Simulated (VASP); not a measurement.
## Lu3Bi: single point with PBE

Crystal: Lu3Bi.

```
Lu Bi
1.0
     3.53862    0.00000    0.00000
    -1.76931    3.06453    0.00000
     0.00000    0.00000   10.66819
Lu Bi
3 1
Cartesian
  0.0000 0.0000 0.0000
  1.7693 1.0215 7.9462
  1.7693 1.0215 2.7220
  0.0000 0.0000 5.3341
```

The cell was built from a structure type or drawn by symmetry, and may not be a known phase.

```yaml
Program: VASP 6.6.1
Task: single point
Functional: PBE
Potentials_or_basis: VASP PAW PBE potentials, release 64 (Lu, Bi_d)
Cutoff: 520 eV
k_mesh: 6 × 6 × 2
Occupations: gaussian, width 0.1 eV
Spin: no spin polarisation
Dipole_correction: no
Further_INCAR_settings: ALGO = Fast; EDIFF = 1e-06; NBANDS = 53
```

```json
{
 "Pressure": "-5.0 GPa",
 "Largest force": "0.024 eV/Å",
 "Band gap on the k mesh": "zero (bands 45 and 46 overlap by 2.30 eV)"
}
```

Forces on the atoms (eV/Å):
```
Lu   0.000  0.000  0.000
Lu   0.000  0.000  0.024
Lu   0.000  0.000 -0.024
Bi   0.000  0.000  0.000
```

Stress tensor (GPa, compression positive):
```
-5.08  0.00  0.00
 0.00 -5.08  0.00
 0.00  0.00 -4.72
```

Levels at points of the mesh, in eV from the Fermi level:
```csv
k point,band 41,band 42,band 43,band 44,band 45,band 46,band 47,band 48
"(0.00, 0.00, 0.00)",-4.75,-2.49,-1.45,1.08,1.77,1.77,2.02,2.03
"(0.50, 0.00, 0.00)",-2.81,-1.92,-1.32,-1.14,-0.37,-0.24,0.68,1.25
"(0.00, 0.00, 0.50)",-3.88,-3.75,-1.11,0.97,1.77,1.77,2.08,2.08
"(0.50, 0.00, 0.50)",-2.77,-2.08,-1.38,-1.04,-0.27,-0.23,0.62,1.30
```

It took 11 min on 1 thread of Intel(R) Xeon(R) Platinum 8259CL CPU @ 2.50GHz (Skylake/Cascade Lake), with other jobs on the host, peak memory 0.29 GiB.

Caveat: the cell stands under tension; spin-orbit coupling is left out, which moves the levels of the heavy elements.
